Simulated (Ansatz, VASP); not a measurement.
## MgS: VASP beside Ansatz

```xyz
2
Lattice="0.0000 2.5910 2.5910 2.5910 0.0000 2.5910 2.5910 2.5910 0.0000" Properties=species:S:1:pos:R:3 pbc="T T T"
Mg    0.0000    0.0000    0.0000
S     2.5910    2.5910    2.5910
```

Alike in both runs: functional PBEsol; k mesh 8 × 8 × 8; occupations gaussian, width 0.02 eV; no spin polarisation.

Ansatz relaxed the structure, and its values are those at the end. VASP's run is a single point on that final structure, the one shown.

|  | VASP | Ansatz |
| --- | --- | --- |
| version | VASP 6.6.1 | Ansatz 0.2.0 |
| potentials or method | VASP PAW PBE potentials, release 64 (Mg, S), cutoff 520 eV | scalar-relativistic, plane waves, PAW |
| valence electrons in the cell | 8 | 16 |

VASP gave:

```
gap on the k mesh at the Fermi level (eV) : 2.73
least direct gap on the mesh (eV)         : 3.69
pressure (GPa)                            : -0.2
```

What did Ansatz give for the same quantities?

gap on the k mesh at the Fermi level (eV): 2.73; least direct gap on the mesh (eV): 3.69; pressure (GPa): 0.0.

VASP's potentials were made for PBE, not for PBEsol. VASP's potentials hold 8 valence electrons a cell and Ansatz's 16, so a difference there can come from the potentials and not from the codes.
